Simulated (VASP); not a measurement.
Runs of VASP 6.6.1 on TePb. The structure is that of space group Fm-3m (No. 225), or close to it. The cells are those of the table. 

```tsv
task	cell	gap on the mesh (eV)	pressure (GPa)
single point	a = 4.592 Å, angles 60.0°, 2 atoms	1.05	0.8
single point	a = 4.528 Å, angles 60.0°, 2 atoms	0.96	(b)
single point	a = 4.653 Å, angles 60.0°, 2 atoms	1.13	-0.9
relaxation of the atoms	atoms relaxed from a = 4.623 Å, angles 60.0°, 2 atoms	1.09	-0.1
single point	a = 4.713 Å, angles 60.0°, 2 atoms	(a)	-2.2
```

Alike in all rows: level r2SCAN; potentials or basis VASP PAW PBE potentials, release 64 (Te, Pb_d); no spin polarisation; k mesh 8 × 8 × 8; cutoff (eV) 520; smearing fermi-dirac 0.02 eV.

**Question.** Fill in the values left out.

**Answer.** (a) 1.20; (b) 2.9.

Caveats: the PAW data sets were made with another functional, which shifts forces and pressure a little; spin-orbit coupling is left out, which moves the levels of the heavy elements; the relaxation stopped at its first step, so nothing moved (at least some runs).

A k mesh can miss the band edges, and the runs leave out spin-orbit coupling on Pb, Te.
